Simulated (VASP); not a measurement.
SiNi3: single point with PBE

SiNi3:

```xyz
4
Lattice="3.5063 0.0000 0.0000 0.0000 3.5063 0.0000 0.0000 0.0000 3.6640" Properties=species:S:1:pos:R:3 pbc="T T T"
Si    0.0000    0.0000    0.0000
Ni    0.0000    1.7531    1.8320
Ni    1.7531    0.0000    1.8320
Ni    1.7531    1.7531    0.0000
```

This cell differs from its parent crystal: strain along c alone, the other axes held: +4.5 %.

```
Program                : VASP 6.6.1
Task                   : single point
Functional             : PBE
Potentials or basis    : VASP PAW PBE potentials, release 64 (Si, Ni)
Cutoff                 : 600 eV
k mesh                 : 14 × 14 × 14
Occupations            : gaussian, width 0.1 eV
Spin                   : no spin polarisation
Dipole correction      : no
Further INCAR settings : ALGO = Normal; EDIFF = 1e-06; NBANDS = 25
```

- Pressure: -8.4 GPa
- Band gap on the k mesh: zero (bands 17 and 18 overlap by 0.34 eV)

Stress tensor (GPa, compression positive):
```
 -6.20   0.00   0.00
  0.00  -6.20   0.00
  0.00   0.00 -12.74
```

Levels at points of the mesh, in eV from the Fermi level:
| k point | band 13 | band 14 | band 15 | band 16 | band 17 | band 18 | band 19 | band 20 | band 21 | band 22 |
| --- | --- | --- | --- | --- | --- | --- | --- | --- | --- | --- |
| (0.00, 0.00, 0.00) | -0.57 | -0.57 | -0.48 | -0.29 | -0.04 | -0.04 | 0.14 | 4.32 | 5.96 | 6.38 |
| (0.50, 0.00, 0.00) | -1.25 | -1.15 | -1.07 | -0.59 | -0.04 | 3.24 | 3.75 | 4.61 | 4.73 | 5.44 |
| (0.50, 0.50, 0.00) | -1.27 | -1.27 | -0.96 | -0.95 | -0.81 | 0.69 | 0.69 | 5.12 | 5.79 | 7.18 |
| (0.00, 0.00, 0.50) | -1.13 | -1.13 | -1.08 | -0.43 | 0.14 | 3.31 | 3.31 | 5.10 | 5.35 | 5.35 |
| (0.50, 0.00, 0.50) | -1.31 | -1.28 | -1.09 | -0.96 | -0.93 | 0.55 | 0.56 | 5.42 | 6.29 | 7.55 |
| (0.50, 0.50, 0.50) | -1.31 | -1.29 | -1.05 | -0.30 | -0.25 | -0.18 | -0.18 | 1.02 | 3.67 | 3.92 |

Wall time 3.5 min on 1 thread of Intel(R) Xeon(R) Platinum 8488C (Sapphire Rapids), on a shared host, peak memory 0.42 GiB.

Caveat: the cell differs from its parent crystal (strain along c alone, the other axes held: +4.5 %); the cell stands under tension. Spin polarisation is off, so any magnetic state and its effect on volume and gap are missing.
